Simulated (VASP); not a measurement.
# Ni (P6_3/mmc) in VASP: single point with r2SCAN

Aim: the single point of Ni with r2SCAN.

Everything below comes from runs of VASP 6.6.1. Logs are shortened: lines on timing, memory, paths and dates and some standing lists are left out, and cuts for length are marked.

## 1. The cell of the first run

It takes space group P6_3/mmc (No. 194, hexagonal). The conventional cell has a = 2.446 Å, b = 2.446 Å, c = 4.034 Å, α = 90.00°, β = 90.00°, γ = 120.00°. Within 3.2 Å of Ni (site symmetry -6m2) lie 12 Ni at 2.45 to 2.46 Å.

This isn't the form of Ni at room conditions, which is fcc.

## 2. Single point, r2SCAN, non-collinear spin, zero start, spin-orbit coupling

Contents of POSCAR:

```
Ni
1.0
    2.4458476632      0.0000000000      0.0000000000
   -1.2229238316      2.1181662101      0.0000000000
    0.0000000000      0.0000000000      4.0343469480
Ni
2
Direct
    0.3333333333      0.6666666667      0.2500000000
    0.6666666667      0.3333333333      0.7500000000
```

Contents of INCAR.step1:

```
PREC = Accurate
ENCUT = 520
ISMEAR = -1
SIGMA = 0.1
LREAL = False
LASPH = True
NELM = 150
LNONCOLLINEAR = True
MAGMOM = 0 0 0 0 0 0
LSORBIT = True
GGA_COMPAT = False
LMAXMIX = 4
NBANDS = 32
GGA = PE
ALGO = Normal
EDIFF = 1E-4
LWAVE = True
LCHARG = False
```

Contents of INCAR.step2:

```
PREC = Accurate
ENCUT = 520
EDIFF = 1E-7
ISMEAR = -1
SIGMA = 0.1
LREAL = False
LASPH = True
NELM = 150
ALGO = Normal
ISIF = 2
LWAVE = False
LCHARG = False
LNONCOLLINEAR = True
MAGMOM = 0 0 0 0 0 0
LORBIT = 11
LSORBIT = True
GGA_COMPAT = False
LORBMOM = True
LMAXMIX = 4
METAGGA = R2SCAN
LMIXTAU = True
NBANDS = 32
ISTART = 1
```

Contents of KPOINTS:

```
regular mesh
0
Gamma
  15 15 8
```

Potentials or basis: VASP PAW PBE potentials, release 64 (Ni).

The run is started by

```
$ cat potpaw_PBE.64/Ni/POTCAR > POTCAR
$ cp INCAR.step1 INCAR
$ mpirun -np 1 vasp_ncl > vasp.out
$ cp INCAR.step2 INCAR
$ mpirun -np 1 vasp_ncl > vasp.out
```

OUTCAR:

```text
PREC = Accurate
   ENCUT = 520
   EDIFF = 1E-7
   ISMEAR = -1
   LREAL = False
   LASPH = True
   NELM = 150
   ISIF = 2
   LNONCOLLINEAR = True
   LORBIT = 11
   LSORBIT = True
   METAGGA = R2SCAN
   ISTART = 1

 ion  position               nearest neighbor table
   1  0.333  0.667  0.250-   2 2.46   2 2.46   2 2.46   2 2.46   2 2.46   2 2.46
   2  0.667  0.333  0.750-   1 2.46   1 2.46   1 2.46   1 2.46   1 2.46   1 2.46

  LATTYP: Found a hexagonal cell.
 ALAT       =     2.4458476632
 C/A-ratio  =     1.6494677934

  Lattice vectors:

 A1 = (   2.4458476632,   0.0000000000,   0.0000000000)
 A2 = (  -1.2229238316,   2.1181662101,   0.0000000000)
 A3 = (   0.0000000000,   0.0000000000,   4.0343469480)

Analysis of symmetry for initial positions (statically):
=====================================================================
 Subroutine PRICEL returns:
 Original cell was already a primitive cell.

 Routine SETGRP: Setting up the symmetry group for a
 hexagonal supercell.

 Subroutine GETGRP returns: Found 24 space group operations
 (whereof 12 operations were pure point group operations)
 out of a pool of 24 trial point group operations.

The static configuration has the point symmetry D_3d.
 The point group associated with its full space group is D_6h.

Analysis of symmetry for dynamics (positions and initial velocities):
=====================================================================
 Subroutine PRICEL returns:
 Original cell was already a primitive cell.

 Routine SETGRP: Setting up the symmetry group for a
 hexagonal supercell.

 Subroutine GETGRP returns: Found 24 space group operations
 (whereof 12 operations were pure point group operations)
 out of a pool of 24 trial point group operations.

The dynamic configuration has the point symmetry D_3d.
 The point group associated with its full space group is D_6h.

Analysis of structural, dynamic, and magnetic symmetry:
=====================================================================
 Subroutine PRICEL returns:
 Original cell was already a primitive cell.

 Routine SETGRP: Setting up the symmetry group for a
 hexagonal supercell.

 Subroutine GETGRP returns: Found 24 space group operations
 (whereof 12 operations were pure point group operations)
 out of a pool of 24 trial point group operations.

The overall configuration has the point symmetry D_3d.
 The point group associated with its full space group is D_6h.

 Subroutine INISYM returns: Found 24 space group operations
 (whereof 12 operations are pure point group operations),
 and found     1 'primitive' translations

----------------------------------------------------------------------------------------

                                     Primitive cell

  volume of cell :      20.9008

  direct lattice vectors                    reciprocal lattice vectors
     2.445847663  0.000000000  0.000000000     0.408856208  0.236053242  0.000000000
    -1.222923832  2.118166210  0.000000000     0.000000000  0.472106483  0.000000000
     0.000000000  0.000000000  4.034346948     0.000000000  0.000000000  0.247871592

  length of vectors
     2.445847663  2.445847663  4.034346948     0.472106483  0.472106483  0.247871592

  position of ions in fractional coordinates (direct lattice)
     0.333333333  0.666666667  0.250000000
     0.666666667  0.333333333  0.750000000

  ion indices of the primitive-cell ions
   primitive index   ion index
                 1           1
                 2           2

----------------------------------------------------------------------------------------

 KPOINTS: regular mesh

Automatic generation of k-mesh.
 Grid dimensions read from file:
 generate k-points for:   15   15    8

 Generating k-lattice:

  Cartesian coordinates                     Fractional coordinates (reciprocal lattice)
     0.027257081  0.015736883  0.000000000     0.066666667  0.000000000  0.000000000
     0.000000000  0.031473766  0.000000000     0.000000000  0.066666667  0.000000000
     0.000000000  0.000000000  0.030983949     0.000000000  0.000000000  0.125000000

  Length of vectors
     0.031473766  0.031473766  0.030983949
[... 100 lines left out ...]
  ext. energy  EPLUGINS =         0.00000000
  ---------------------------------------------------
  free energy    TOTEN  =       -23.71342879 eV

  energy without entropy =      -23.53684706  energy(sigma->0) =      -23.62513793

 E-fermi :   9.5850     XC(G=0): -14.6292

 val. band max:        9.5832873132   @ k =   0.4000   0.2000   0.3750
 cond. band min:       9.5861431098   @ k =   0.3333   0.2000   0.1250
 fundamental gap:      0.0028557966
 Fermi energy:         9.5850068090

 k-point     1 :       0.0000    0.0000    0.0000
  band No.  band energies     occupation
      1       0.1023      1.00000
      2       0.1023      1.00000
      3       4.7699      1.00000
      4       4.7699      1.00000
      5       7.5185      1.00000
      6       7.5185      1.00000
[... 829 lines left out ...]
     31      23.4953      0.00000
     32      23.4953      0.00000

 [... further k-points ...]

------------------------ aborting loop because EDIFF is reached ----------------------------------------

  FORCE on cell =-STRESS in cart. coord.  units (eV):
  Direction    XX          YY          ZZ          XY          YZ          ZX
  --------------------------------------------------------------------------------------
  -------------------------------------------------------------------------------------
  Total        0.0881666      0.0881666      0.0799674      0.0000000      0.0000000      0.0000000
  in kB        6.7585259      6.7585259      6.1300060      0.0000000      0.0000000      0.0000000
  external PRESSURE =       6.5490193 kB  Pullay stress =       0.0000000 kB

 VOLUME and BASIS-vectors are now :
 -----------------------------------------------------------------------------
  energy-cutoff  :      520.00
  volume of cell :       20.90
      direct lattice vectors                 reciprocal lattice vectors
     2.445847663  0.000000000  0.000000000     0.408856208  0.236053242  0.000000000
    -1.222923832  2.118166210  0.000000000     0.000000000  0.472106483  0.000000000
     0.000000000  0.000000000  4.034346948     0.000000000  0.000000000  0.247871592

 POSITION                                       TOTAL-FORCE (eV/Angst)
 -----------------------------------------------------------------------------------
     -0.00000      1.41211      1.00859        -0.000000      0.000000      0.000000
      1.22292      0.70606      3.02576         0.000000      0.000000     -0.000000
 -----------------------------------------------------------------------------------
    total drift:                                0.000000      0.000000      0.000000

  FREE ENERGIE OF THE ION-ELECTRON SYSTEM (eV)
  ---------------------------------------------------
  free  energy   TOTEN  =       -23.7134287927 eV

  energy  without entropy=      -23.5368470620  energy(sigma->0) =      -23.62513793

 orbital moment (x)

 # of ion     p       d       tot
 ----------------------------------------
  1        -0.000   0.000   0.000
  2        -0.000   0.000   0.000
 ----------------------------------------
           -0.000   0.000   0.000

 orbital moment (y)

 # of ion     p       d       tot
 ----------------------------------------
  1         0.000  -0.000  -0.000
  2         0.000  -0.000  -0.000
 ----------------------------------------
            0.000  -0.000  -0.000

 orbital moment (z)

 # of ion     p       d       tot
 ----------------------------------------
  1        -0.000  -0.000  -0.000
  2        -0.000  -0.000  -0.000
 ----------------------------------------
           -0.000  -0.000  -0.000

 Spin-Orbit-Coupling matrix elements

 Ion:    1  E_soc:     -0.0204495
 l=   1
     0.0000000    -0.0004074    -0.0004158
    -0.0004074     0.0000000    -0.0004074
    -0.0004158    -0.0004074     0.0000000
 l=   2
     0.0000000    -0.0006270     0.0000000    -0.0006270    -0.0023819
    -0.0006270     0.0000000    -0.0017508    -0.0006029    -0.0006270
     0.0000000    -0.0017508     0.0000000    -0.0017508     0.0000000
    -0.0006270    -0.0006029    -0.0017508     0.0000000    -0.0006270
    -0.0023819    -0.0006270     0.0000000    -0.0006270     0.0000000
 l=   3
     0.0000000     0.0000000     0.0000000     0.0000000     0.0000000     0.0000000     0.0000000
     0.0000000     0.0000000     0.0000000     0.0000000     0.0000000     0.0000000     0.0000000
     0.0000000     0.0000000     0.0000000     0.0000000     0.0000000     0.0000000     0.0000000
     0.0000000     0.0000000     0.0000000     0.0000000     0.0000000     0.0000000     0.0000000
     0.0000000     0.0000000     0.0000000     0.0000000     0.0000000     0.0000000     0.0000000
     0.0000000     0.0000000     0.0000000     0.0000000     0.0000000     0.0000000     0.0000000
     0.0000000     0.0000000     0.0000000     0.0000000     0.0000000     0.0000000     0.0000000

 Ion:    2  E_soc:     -0.0204495
 l=   1
     0.0000000    -0.0004074    -0.0004158
    -0.0004074     0.0000000    -0.0004074
    -0.0004158    -0.0004074     0.0000000
 l=   2
     0.0000000    -0.0006270     0.0000000    -0.0006270    -0.0023819
    -0.0006270     0.0000000    -0.0017508    -0.0006029    -0.0006270
     0.0000000    -0.0017508     0.0000000    -0.0017508     0.0000000
    -0.0006270    -0.0006029    -0.0017508     0.0000000    -0.0006270
    -0.0023819    -0.0006270     0.0000000    -0.0006270     0.0000000
 l=   3
     0.0000000     0.0000000     0.0000000     0.0000000     0.0000000     0.0000000     0.0000000
     0.0000000     0.0000000     0.0000000     0.0000000     0.0000000     0.0000000     0.0000000
     0.0000000     0.0000000     0.0000000     0.0000000     0.0000000     0.0000000     0.0000000
     0.0000000     0.0000000     0.0000000     0.0000000     0.0000000     0.0000000     0.0000000
     0.0000000     0.0000000     0.0000000     0.0000000     0.0000000     0.0000000     0.0000000
     0.0000000     0.0000000     0.0000000     0.0000000     0.0000000     0.0000000     0.0000000
     0.0000000     0.0000000     0.0000000     0.0000000     0.0000000     0.0000000     0.0000000

 total charge

# of ion       s       p       d       tot
------------------------------------------
    1        0.523   0.541   8.364   9.428
    2        0.523   0.541   8.364   9.428
--------------------------------------------------
tot          1.045   1.082  16.727  18.855

 magnetization (x)

# of ion       s       p       d       tot
------------------------------------------
    1        0.000   0.000  -0.000  -0.000
    2        0.000   0.000  -0.000  -0.000
--------------------------------------------------
tot          0.000   0.000  -0.000  -0.000

 magnetization (y)

# of ion       s       p       d       tot
------------------------------------------
    1        0.000   0.000  -0.000  -0.000
    2        0.000   0.000   0.000   0.000
--------------------------------------------------
tot          0.000   0.000   0.000   0.000

 magnetization (z)

# of ion       s       p       d       tot
------------------------------------------
    1        0.000   0.000   0.000   0.000
    2        0.000   0.000   0.000   0.000
--------------------------------------------------
tot          0.000   0.000   0.000   0.000
```

Run time: 11 min. Hardware: 1 thread of AMD EPYC 9R45 (Zen 5), shared host; peak memory 0.25 GiB.

Results:

```yaml
Free_energy: -23.7134 eV
Pressure: 0.7 GPa
Net_moment: 0.00 μB per cell
Valence_electrons_inside_the_program's_atomic_spheres: Ni 9.43
```

Moments on the atoms (μB; x, y, z):
```
Ni  0.00 0.00 0.00
Ni  0.00 0.00 0.00
```

Caveat: the PAW data sets were made with another functional, which shifts forces and pressure a little.
